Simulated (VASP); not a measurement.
Write the native input for VASP 6.6.1 that does the following.

```yaml
Task: single point
Functional: PBE
Potentials_or_basis: VASP PAW PBE potentials, release 64 (Ge_d, N)
Cutoff: 520 eV
k_mesh: 8 × 8 × 8
Occupations: gaussian, width 0.1 eV
Spin: no spin polarisation
Dipole_correction: no
Further_INCAR_settings: ALGO = Normal; EDIFF = 1e-07; NBANDS = 44
```

The structure of Ge4N3 lies in POSCAR:

```
Ge4N3
1.0
    4.5343651914      0.0000000000      0.0000000000
    0.0000000000      4.5343651914      0.0000000000
    0.0000000000      0.0000000000      4.5343651914
Ge N
4 3
Direct
    0.7226280392      0.2773719608      0.2773719608
    0.2773719608      0.7226280392      0.2773719608
    0.2773719608      0.2773719608      0.7226280392
    0.7226280392      0.7226280392      0.7226280392
    0.0000000000      0.0000000000      0.5000000000
    0.5000000000      0.0000000000      0.0000000000
    0.0000000000      0.5000000000      0.0000000000
```

The cell was generated, and may not be a known phase.

One way to write it, as run:

INCAR

```
ALGO = Normal ; EDIFF = 1E-7
ENCUT = 520 ; GGA = PE
ISIF = 2 ; ISMEAR = 0
LASPH = T ; LCHARG = F
LREAL = F ; LWAVE = F
NBANDS = 44 ; NELM = 100
PREC = Accurate ; SIGMA = 0.1
```

KPOINTS

```
k-points
0
Gamma
  8 8 8
```

Potentials or basis: VASP PAW PBE potentials, release 64 (Ge_d, N).

The run is started by

```sh
$ cat potpaw_PBE.64/Ge_d/POTCAR potpaw_PBE.64/N/POTCAR > POTCAR
$ mpirun -np 1 vasp_std > vasp.out
```

Results of the run:

```
Pressure               : 0.0 GPa
Largest force          : 0.028 eV/Å
Band gap on the k mesh : zero (an odd number of electrons rules out a gap without spin polarisation)
```

Wall time 82 s on 1 thread of AMD EPYC 9R45 96-Core Processor (Zen 5), with other jobs on the host, peak memory 0.23 GiB.
